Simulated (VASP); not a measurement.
Write the native input for VASP 6.6.1 that does the following.

```
Task                   : single point
Functional             : PBE
Potentials or basis    : VASP PAW PBE potentials, release 64 (K_sv, Sc_sv, Si)
Cutoff                 : 520 eV
k mesh                 : 6 × 6 × 6
Occupations            : gaussian, width 0.1 eV
Spin                   : collinear spin, ferrimagnetic start
Starting moments       : [0.0, 0.0, 0.0, 1.31, -1.97] μB
Dipole correction      : no
Further INCAR settings : ALGO = Normal; EDIFF = 1e-07; NBANDS = 33
```

The structure of K3ScSi lies in POSCAR:

```
K3ScSi
1.0
    7.1395913200      0.0000000000      0.0000000000
    0.0000000000      7.1395913200      0.0000000000
    0.0000000000      0.0000000000      7.1395913200
K Sc Si
3 1 1
Direct
    0.5000000000      0.0000000000      0.0000000000
    0.0000000000      0.5000000000      0.0000000000
    0.0000000000      0.0000000000      0.5000000000
    0.0000000000      0.0000000000      0.0000000000
    0.5000000000      0.5000000000      0.5000000000
```

The input as run:

INCAR

```
PREC = Accurate
ENCUT = 520
EDIFF = 1E-7
ISMEAR = 0
SIGMA = 0.1
LREAL = F
LASPH = T
NELM = 150
ALGO = Normal
ISIF = 2
LWAVE = F
LCHARG = T
ISPIN = 2
MAGMOM = 0 0 0 1.31 -1.97
LORBIT = 11
LMAXMIX = 4
GGA = PE
LELF = T
LVHAR = T
NBANDS = 33
```

KPOINTS

```
regular mesh
0
Gamma
  6 6 6
```

Potentials or basis: VASP PAW PBE potentials, release 64 (K_sv, Sc_sv, Si).

Command:

```sh
$ cat potpaw_PBE.64/K_sv/POTCAR potpaw_PBE.64/Sc_sv/POTCAR potpaw_PBE.64/Si/POTCAR > POTCAR
$ mpirun -np 1 vasp_std > vasp.out
```

It gave:

- Pressure: -0.3 GPa
- Band gap on the k mesh: zero (filled and empty bands overlap)
- Net moment: 0.00 μB per cell
- Site moments: K +0.02; Sc +1.04; Si -0.55 μB
- Valence electrons inside the program's atomic spheres: K 7.54; Sc 9.34; Si 1.51

Run time: 16 min on 1 thread of Intel(R) Xeon(R) Platinum 8259CL CPU @ 2.50GHz (Skylake/Cascade Lake), with other jobs on the host, peak memory 0.74 GiB.
